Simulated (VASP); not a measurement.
# La (Fd-3m) in VASP: a series of runs

The runs below take La through single point, with LDA.

All numbers are computed with VASP 6.6.1; they aren't measurements. Logs are shortened: lines on timing, memory, paths and dates and some standing lists are left out, and cuts for length are marked.

## (1) The cell of the first run

Symmetry: Fd-3m, No. 227, cubic system. Conventional cell: a = 6.405 Å, b = 6.405 Å, c = 6.405 Å, α = 90.00°, β = 90.00°, γ = 90.00°. Within 3.7 Å of La (site symmetry -43m) lie 4 La at 2.77 Å.

This isn't the form of La at room conditions, which is double hcp.

## (2) Single point, LDA

Contents of INCAR:

```
SYSTEM = La
  ALGO = Normal
  EDIFF = 1E-6
  ENCUT = 520
  ISIF = 2
  ISMEAR = -1
  LASPH = .True.
  LCHARG = .False.
  LREAL = .False.
  LWAVE = .False.
  NBANDS = 18
  NELM = 80
  PREC = Accurate
  SIGMA = 0.08
```

Contents of KPOINTS:

```
k-points
0
Gamma
  10 10 10
  0 0 0
```

Contents of POSCAR:

```
La
1.0
    0.0000000000      3.2024057272      3.2024057272
    3.2024057272      0.0000000000      3.2024057272
    3.2024057272      3.2024057272      0.0000000000
La
2
Direct
   -0.1250000000     -0.1250000000     -0.1250000000
    0.1250000000      0.1250000000      0.1250000000
```

Potentials or basis: VASP PAW LDA potentials, release 64 (La).

Started as:

```console
$ cat potpaw_LDA.64/La/POTCAR > POTCAR
$ mpirun -np 1 vasp_std > vasp.out
```

OUTCAR:

```text
SYSTEM = La
   EDIFF = 1E-6
   ENCUT = 520
   ISIF = 2
   ISMEAR = -1
   LASPH = .True.
   LREAL = .False.
   NELM = 80
   PREC = Accurate

 ion  position               nearest neighbor table
   1  0.875  0.875  0.875-   2 2.77   2 2.77   2 2.77   2 2.77
   2  0.125  0.125  0.125-   1 2.77   1 2.77   1 2.77   1 2.77

  LATTYP: Found a face centered cubic cell.
 ALAT       =     6.4048114544

  Lattice vectors:

 A1 = (   0.0000000000,   3.2024057272,   3.2024057272)
 A2 = (   3.2024057272,   0.0000000000,   3.2024057272)
 A3 = (   3.2024057272,   3.2024057272,   0.0000000000)

Analysis of symmetry for initial positions (statically):
=====================================================================
 Subroutine PRICEL returns:
 Original cell was already a primitive cell.

 Routine SETGRP: Setting up the symmetry group for a
 face centered cubic supercell.

 Subroutine GETGRP returns: Found 48 space group operations
 (whereof 12 operations were pure point group operations)
 out of a pool of 48 trial point group operations.

The static configuration has the point symmetry D_3d.
 The point group associated with its full space group is O_h .

Analysis of symmetry for dynamics (positions and initial velocities):
=====================================================================
 Subroutine PRICEL returns:
 Original cell was already a primitive cell.

 Routine SETGRP: Setting up the symmetry group for a
 face centered cubic supercell.

 Subroutine GETGRP returns: Found 48 space group operations
 (whereof 12 operations were pure point group operations)
 out of a pool of 48 trial point group operations.

The dynamic configuration has the point symmetry D_3d.
 The point group associated with its full space group is O_h .

 Subroutine INISYM returns: Found 48 space group operations
 (whereof 12 operations are pure point group operations),
 and found     1 'primitive' translations

----------------------------------------------------------------------------------------

                                     Primitive cell

  volume of cell :      65.6839

  direct lattice vectors                    reciprocal lattice vectors
     0.000000000  3.202405727  3.202405727    -0.156132621  0.156132621  0.156132621
     3.202405727  0.000000000  3.202405727     0.156132621 -0.156132621  0.156132621
     3.202405727  3.202405727  0.000000000     0.156132621  0.156132621 -0.156132621

  length of vectors
     4.528885612  4.528885612  4.528885612     0.270429632  0.270429632  0.270429632

  position of ions in fractional coordinates (direct lattice)
     0.875000000  0.875000000  0.875000000
     0.125000000  0.125000000  0.125000000

  ion indices of the primitive-cell ions
   primitive index   ion index
                 1           1
                 2           2

----------------------------------------------------------------------------------------

 KPOINTS: k-points

Automatic generation of k-mesh.
 Grid dimensions read from file:
 generate k-points for:   10   10   10

 Generating k-lattice:

  Cartesian coordinates                     Fractional coordinates (reciprocal lattice)
    -0.015613262  0.015613262  0.015613262     0.100000000  0.000000000  0.000000000
     0.015613262 -0.015613262  0.015613262     0.000000000  0.100000000  0.000000000
     0.015613262  0.015613262 -0.015613262     0.000000000  0.000000000  0.100000000

  Length of vectors
     0.027042963  0.027042963  0.027042963

  Shift w.r.t. Gamma in fractional coordinates (k-lattice)
     0.000000000  0.000000000  0.000000000

 Subroutine IBZKPT returns following result:
 ===========================================

 Found     47 irreducible k-points:

 Following reciprocal coordinates:
            Coordinates               Weight
  0.000000  0.000000  0.000000      1.000000
  0.100000  0.000000  0.000000      8.000000
  0.200000  0.000000  0.000000      8.000000
  0.300000  0.000000  0.000000      8.000000
  0.400000  0.000000  0.000000      8.000000
  0.500000  0.000000  0.000000      4.000000
[... 16 lines left out ...]
  0.300000  0.300000  0.000000      6.000000
  0.400000  0.300000  0.000000     24.000000
 [... further k-points ...]
   k-points           NKPTS =     47   k-points in BZ     NKDIM =     47   number of bands    NBANDS=     18
   number of dos      NEDOS =    301   number of ions     NIONS =      2
   total plane-waves  NPLWV =  46656
   dimension x,y,z NGX =    36 NGY =   36 NGZ =   36
   dimension x,y,z NGXF=    72 NGYF=   72 NGZF=   72
   ions per type =               2
   NGX,Y,Z   is equivalent  to a cutoff of  13.21, 13.21, 13.21 a.u.
   NGXF,Y,Z  is equivalent  to a cutoff of  26.43, 26.43, 26.43 a.u.
 SYSTEM =  La
   PREC   = accura    normal or accurate (medium, high low for compatibility)
   ISTART =      0    job   : 0-new  1-cont  2-samecut
   ICHARG =      2    charge: 1-file 2-atom 10-const
   ISPIN  =      1    spin polarized calculation?
   LNONCOLLINEAR =      F non collinear calculations
   LSORBIT =      F    spin-orbit coupling
   LASPH  =      T    aspherical Exc in radial PAW
   ENCUT  =  520.0 eV  38.22 Ry    6.18 a.u.   8.42  8.42  8.42*2*pi/ulx,y,z
   NELM   =     80;   NELMIN=  2; NELMDL= -5     # of ELM steps
   EDIFF  = 0.1E-05   stopping-criterion for ELM
   LREAL  =      F    real-space projection
   EDIFFG = 0.1E-04   stopping-criterion for IOM
   NSW    =      0    number of steps for IOM
   IBRION =     -1    ionic relax: 0-MD 1-quasi-New 2-CG
   NFREE  =      0    steps in history (QN), initial steepest desc. (CG)
   ISIF   =      2    stress and relaxation
   ISYM   =      2    0-nonsym 1-usesym 2-fastsym
   POTIM  = 0.5000    time-step for ionic-motion
   TEBEG  =    0.0;   TEEND  =   0.0 temperature during run
   PSTRESS=    0.0 pullay stress
   NELECT =      22.0000    total number of electrons
   NUPDOWN=      -1.0000    fix difference up-down
   EMIN   =  10.00;   EMAX   =-10.00  energy-range for DOS
   EFERMI =   0.00;   METHOD = LEGACY
   ISMEAR =    -1;   SIGMA  =   0.08  broadening in eV -4-tet -1-fermi 0-gaus
   EFERMI_NEDOS =   21; number of points for ismear=-14 and -15
   IALGO  =     38    algorithm
   IMIX   =      4    mixing-type and parameters
     AMIX     =   0.40;   BMIX     =  1.00
     AMIX_MAG =   1.60;   BMIX_MAG =  1.00
  volume/ion in A,a.u.               =      32.84       221.63
  Fermi-wavevector in a.u.,A,eV,Ry     =   1.136919  2.148465 17.586672  1.292584
  Thomas-Fermi vector in A             =   2.273624
   LORBIT       =      0    0 simple, 1 ext, 2 COOP (PROOUT), +10 PAW based schemes
   GGA     = CA    functional components
   LHFCALC =     F    Hartree Fock is set to
   AEXX    =    0.0000 exact exchange contribution
   IVDW    =     0    specifies the selected vdW correction
   LEPSILON=     F    determine dielectric tensor
   LRPA    =     F    only Hartree local field effects (RPA)
 non-spin polarized calculation
  energy-cutoff  :      520.00
  volume of cell :       65.68
 maximum number of plane-waves:      1807
 NGX is ok and might be reduce to    36
   NGX = 17   NGY = 17   NGZ = 17

 number of electron      22.0000000 magnetization

 Free energy of the ion-electron system (eV)
  ---------------------------------------------------
  ext. energy  EPLUGINS =         0.00000000
  ---------------------------------------------------
  free energy    TOTEN  =        -9.42663917 eV

  energy without entropy =       -9.39489127  energy(sigma->0) =       -9.41076522

 E-fermi :   8.3935     XC(G=0):  -9.9860

 val. band max:        8.3881564370   @ k =   0.4000   0.3000   0.0000
 cond. band min:       8.4251323000   @ k =  -0.3000   0.5000   0.2000
 fundamental gap:      0.0369758629
 Fermi energy:         8.3935080257

 k-point     1 :       0.0000    0.0000    0.0000
  band No.  band energies     occupation
      1     -25.1649      2.00000
      2     -22.7493      2.00000
      3      -9.3894      2.00000
      4      -9.3894      2.00000
      5      -9.3894      2.00000
      6      -6.7622      2.00000
[... 10 lines left out ...]
     17      10.1249      0.00000
     18      10.1807      0.00000

 k-point     2 :       0.1000    0.0000    0.0000
  band No.  band energies     occupation
      1     -25.1281      2.00000
      2     -22.8039      2.00000
      3      -9.4299      2.00000
      4      -9.4299      2.00000
      5      -9.3879      2.00000
      6      -6.7226      2.00000
[... 10 lines left out ...]
     17      10.1216      0.00000
     18      10.1299      0.00000

 k-point     3 :       0.2000    0.0000    0.0000
  band No.  band energies     occupation
      1     -25.0232      2.00000
      2     -22.9549      2.00000
      3      -9.5285      2.00000
      4      -9.5285      2.00000
      5      -9.3914      2.00000
      6      -6.6049      2.00000
[... 10 lines left out ...]
     17      10.0512      0.00000
     18      10.1434      0.00000

 k-point     4 :       0.3000    0.0000    0.0000
  band No.  band energies     occupation
      1     -24.8698      2.00000
      2     -23.1642      2.00000
      3      -9.6387      2.00000
      4      -9.6387      2.00000
      5      -9.4086      2.00000
      6      -6.4322      2.00000
[... 375 lines left out ...]
      4      -9.6400      2.00000
      5      -9.0858      2.00000
      6      -6.7526      2.00000
[... 10 lines left out ...]
     17      10.0318      0.00000
     18      10.2532      0.00000

 k-point    23 :       0.3000    0.3000    0.0000
  band No.  band energies     occupation
      1     -24.7372      2.00000
      2     -23.3351      2.00000
      3      -9.9086      2.00000
      4      -9.9086      2.00000
      5      -8.7159      2.00000
      6      -7.2658      2.00000
[... 10 lines left out ...]
     17      10.0752      0.00000
     18      10.2495      0.00000

 k-point    24 :       0.4000    0.3000    0.0000
  band No.  band energies     occupation
      1     -24.5808      2.00000
      2     -23.5262      2.00000
      3     -10.0209      2.00000
      4      -9.9828      2.00000
      5      -8.5397      2.00000
      6      -7.3675      2.00000
[... 10 lines left out ...]
     17      10.1984      0.00000
     18      10.3376      0.00000

 [... further k-points ...]
[... 5 lines left out ...]
  --------------------------------------------------------------------------------------
  -------------------------------------------------------------------------------------
  Total        1.4086090      1.4086090      1.4086090      0.0000000      0.0000000     -0.0000000
  in kB       34.3591172     34.3591172     34.3591172      0.0000000      0.0000000     -0.0000000
  external PRESSURE =      34.3591172 kB  Pullay stress =       0.0000000 kB

 VOLUME and BASIS-vectors are now :
 -----------------------------------------------------------------------------
  energy-cutoff  :      520.00
  volume of cell :       65.68
      direct lattice vectors                 reciprocal lattice vectors
     0.000000000  3.202405727  3.202405727    -0.156132621  0.156132621  0.156132621
     3.202405727  0.000000000  3.202405727     0.156132621 -0.156132621  0.156132621
     3.202405727  3.202405727  0.000000000     0.156132621  0.156132621 -0.156132621

 POSITION                                       TOTAL-FORCE (eV/Angst)
 -----------------------------------------------------------------------------------
      5.60421      5.60421      5.60421         0.000000     -0.000000      0.000000
      0.80060      0.80060      0.80060        -0.000000      0.000000     -0.000000
 -----------------------------------------------------------------------------------
    total drift:                               -0.000000      0.000000      0.000000

  FREE ENERGIE OF THE ION-ELECTRON SYSTEM (eV)
  ---------------------------------------------------
  free  energy   TOTEN  =        -9.4266391671 eV

  energy  without entropy=       -9.3948912704  energy(sigma->0) =       -9.41076522
```

Wall time 34 s (1 thread of Intel Xeon 6975P-C (Granite Rapids), shared host); peak memory 0.2 GiB.

What came out:

```
Free energy            : -9.4266 eV
Pressure               : 3.4 GPa
Band gap on the k mesh : zero (bands 11 and 12 overlap by 0.20 eV)
```

Levels at points of the mesh, in eV from the Fermi level:
| k point | band 9 | band 10 | band 11 | band 12 | band 13 | band 14 |
| --- | --- | --- | --- | --- | --- | --- |
| (0.00, 0.00, 0.00) | -2.29 | -0.83 | -0.83 | 0.98 | 0.98 | 0.98 |
| (0.50, 0.00, 0.00) | -1.29 | -0.67 | -0.67 | -0.10 | 0.06 | 0.06 |
| (0.50, 0.50, 0.00) | -1.87 | -1.87 | -0.15 | -0.15 | 0.74 | 0.74 |

Caveat: the cell stands under pressure; spin-orbit coupling is left out, which moves the levels of the heavy elements.

## (3) Single point, LDA

Contents of INCAR:

```
SYSTEM = La
ALGO = Normal ; EDIFF = 1E-6
ENCUT = 520 ; GGA = CA
ISIF = 2 ; ISMEAR = -1
LASPH = .TRUE. ; LCHARG = .FALSE.
LREAL = .FALSE. ; LWAVE = .FALSE.
NBANDS = 18 ; NELM = 100
PREC = Accurate ; SIGMA = 0.08
```

Contents of KPOINTS:

```
k-points
0
G
  10 10 10
  0 0 0
```

Contents of POSCAR:

```
La
1.0
    0.0000000000      3.2030308299      3.2030308299
    3.2030308299      0.0000000000      3.2030308299
    3.2030308299      3.2030308299      0.0000000000
La
2
Direct
   -0.1250000000     -0.1250000000     -0.1250000000
    0.1250000000      0.1250000000      0.1250000000
```

Potentials or basis: VASP PAW LDA potentials, release 64 (La).

Started as:

```console
$ cat potpaw_LDA.64/La/POTCAR > POTCAR
$ mpirun -np 1 vasp_std > vasp.out
```

Wall time 36 s (1 thread of Intel Xeon 6975P-C (Granite Rapids), shared host); peak memory 0.2 GiB.

Results (log left out):

| Quantity | Value |
| --- | --- |
| Free energy | -9.4275 eV |
| Pressure | 3.4 GPa |
| Band gap on the k mesh | zero (bands 11 and 12 overlap by 0.20 eV) |

Levels at points of the mesh, in eV from the Fermi level:
| k point | band 7 | band 8 | band 9 | band 10 | band 11 | band 12 | band 13 | band 14 | band 15 | band 16 |
| --- | --- | --- | --- | --- | --- | --- | --- | --- | --- | --- |
| (0.00, 0.00, 0.00) | -15.16 | -15.16 | -2.29 | -0.83 | -0.83 | 0.98 | 0.98 | 0.98 | 1.73 | 1.73 |
| (0.50, 0.00, 0.00) | -14.60 | -14.60 | -1.29 | -0.67 | -0.67 | -0.10 | 0.06 | 0.06 | 1.78 | 1.88 |
| (0.50, 0.50, 0.00) | -13.96 | -13.96 | -1.87 | -1.87 | -0.15 | -0.15 | 0.74 | 0.74 | 1.86 | 1.86 |

Caveat: the cell stands under pressure; spin-orbit coupling is left out, which moves the levels of the heavy elements.

The gap in the log of VASP goes by the Fermi energy; the results here count the filled bands.